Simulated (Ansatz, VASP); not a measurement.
## Ti: VASP beside Ansatz

```
Ti
1.0
     3.06800    0.00000    0.00000
    -1.53400    2.65696    0.00000
     0.00000    0.00000    5.06088
Ti
2
Direct
  0.33333 0.66667 0.25000
  0.66667 0.33333 0.75000
```

Change from the starting cell: strain +0.040 along x and y, +0.080 along z, atoms carried along.

Alike in both runs: task single point; functional PBE; k mesh 18 × 18 × 10; occupations gaussian, width 0.15 eV; no spin polarisation.

```csv
,VASP,Ansatz
version,VASP 6.6.1,Ansatz 0.2.0
potentials or method,"VASP PAW PBE potentials, release 64 (Ti_sv), cutoff 520 eV","scalar-relativistic, plane waves, PAW"
valence electrons in the cell,24,24
```

VASP gave:

- gap on the k mesh at the Fermi level (eV): none
- pressure (GPa): -13.8
- traceless stress, the component that is largest in VASP (GPa): -2.27

Question: Estimate Ansatz's values.

Answer: gap on the k mesh at the Fermi level (eV): none; pressure (GPa): -13.9; traceless stress, the component that is largest in VASP (GPa): -2.29.

A gap of «none» marks a metal or a gap that the smearing closes. With one functional, cell and mesh, what is left measures potentials, basis and numerics.
